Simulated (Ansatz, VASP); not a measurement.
TiAl in VASP and in Ansatz

INCAR

```
SYSTEM = TiAl
  PREC = Accurate
  ENCUT = 520
  EDIFF = 1E-7
  ISMEAR = 0
  SIGMA = 0.15
  LREAL = .False.
  LASPH = .True.
  NELM = 80
  ALGO = Fast
  ISIF = 2
  LWAVE = .False.
  LCHARG = .False.
  GGA = PS
  NBANDS = 14
```

KPOINTS

```
Automatic mesh
0
Gamma
  16 16 16
  0 0 0
```

File POSCAR:

```
TiAl
1.0
    3.4333891200      0.0000000000      0.0000000000
    0.0000000000      3.4333891200      0.0000000000
    0.0000000000      0.0000000000      3.4333891200
Ti Al
1 1
Direct
    0.0000000000      0.0000000000      0.0000000000
    0.5000000000      0.5000000000      0.5000000000
```

Input for Ansatz:

```yaml
crystal:
  lattice:
    - [3.43338912, 0.0, 0.0]
    - [0.0, 3.43338912, 0.0]
    - [0.0, 0.0, 3.43338912]
  atoms:
    - { symbol: Ti, position: [0.0, 0.0, 0.0] }
    - { symbol: Al, position: [0.5, 0.5, 0.5] }
basis:
  ecutwfc: 420
kpoints:
  mp_grid: { grid: [16, 16, 16] }
hamiltonian:
  xc: pbesol
scf:
  occupations: { method: gaussian, width: 0.15 }
output:
  forces: true
  stress: true
  eigenvalues: true
```

Change from the starting cell: strain +0.080 along x and y, +0.080 along z, atoms carried along.

Alike in both runs: task single point; functional PBEsol; k mesh 16 × 16 × 16; occupations gaussian, width 0.15 eV; no spin polarisation.

|  | VASP | Ansatz |
| --- | --- | --- |
| version | VASP 6.6.1 | Ansatz 0.2.0 |
| potentials or method | VASP PAW PBE potentials, release 64 (Ti_sv, Al), cutoff 520 eV | scalar-relativistic, plane waves, PAW |
| valence electrons in the cell | 15 | 15 |

|  | VASP | Ansatz | Ansatz less VASP |
| --- | --- | --- | --- |
| gap on the k mesh at the Fermi level (eV) | none | none | - |
| pressure (GPa) | -17.7 | -17.7 | -0.03 |

VASP's potentials were made for PBE, not for PBEsol. A gap of «none» marks a metal or a gap that the smearing closes.
